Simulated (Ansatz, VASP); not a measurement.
**WSe2: VASP beside Ansatz**

File INCAR:

```
ALGO     = Normal         # electronic algorithm
EDIFF    = 1E-7           # SCF threshold, eV
ENCUT    = 520            # plane-wave cutoff, eV
GGA      = PE             # functional
ISIF     = 2              # what is computed and relaxed
ISMEAR   = 0              # smearing method
IVDW     = 12             # dispersion correction
LASPH    = T              # aspherical terms in the spheres
LCHARG   = T              # write CHGCAR
LELF     = T              # ELF
LREAL    = F              # projectors in reciprocal space
LVHAR    = T            
LWAVE    = F              # write WAVECAR
NBANDS   = 20             # bands
NELM     = 60             # most SCF steps
PREC     = Accurate       # precision mode
SIGMA    = 0.05           # smearing width, eV
```

File KPOINTS:

```
k-points
0
Gamma
  9 9 4
```

POSCAR

```
WSe2
1.0
    3.3795566996      0.0000000000      0.0000000000
   -1.6897783498      2.9267819554      0.0000000000
    0.0000000000      0.0000000000      6.5948669437
W Se
1 2
Direct
    0.0000000000      0.0000000000      0.0000000000
    0.3333333333      0.6666666667      0.2524432937
    0.3333333333      0.6666666667      0.7475567063
```

Input for Ansatz:

```yaml
crystal:
  lattice:
    - [3.3795566996, 0.0, 0.0]
    - [-1.6897783498, 2.9267819554, 0.0]
    - [0.0, 0.0, 6.5948669437]
  atoms:
    - { symbol: W, position: [0.0, 0.0, 0.0] }
    - { symbol: Se, position: [0.3333333333, 0.6666666667, 0.2524432937] }
    - { symbol: Se, position: [0.3333333333, 0.6666666667, 0.7475567063] }
basis:
  ecutwfc: 420
kpoints:
  mp_grid: { grid: [9, 9, 4] }
hamiltonian:
  xc: pbe
  pseudopotentials: { kind: paw, azcp: { folder: soft_1 } }
  dispersion: d3bj
scf:
  occupations: { method: gaussian, width: 0.05 }
output:
  forces: true
  stress: true
  eigenvalues: true
```

Alike in both runs: task single point; functional PBE; dispersion D3(BJ); k mesh 9 × 9 × 4; occupations gaussian, width 0.05 eV; no spin polarisation.

```csv
,VASP,Ansatz
version,VASP 6.6.1,Ansatz 0.2.0
potentials or method,"VASP PAW PBE potentials, release 64 (W_sv, Se), cutoff 520 eV","scalar-relativistic, plane waves, PAW"
valence electrons in the cell,26,46
```

|  | VASP | Ansatz | Ansatz less VASP |
| --- | --- | --- | --- |
| gap on the k mesh at the Fermi level (eV) | 0.84 | 0.85 | +0.008 |
| least direct gap on the mesh (eV) | 1.28 | 1.28 | +0.003 |
| pressure (GPa) | -4.0 | -4.3 | -0.27 |
| traceless stress, the component that is largest in VASP (GPa) | 5.22 | 5.15 | -0.069 |
| rms of the force components (eV/Å) | 0.241 | 0.260 | +0.0195 |

Atom by atom the forces differ by 0.020 eV/Å (rms over components). VASP's potentials hold 26 valence electrons a cell and Ansatz's 46, so a difference there can come from the potentials and not from the codes.

Spin-orbit coupling is off throughout.
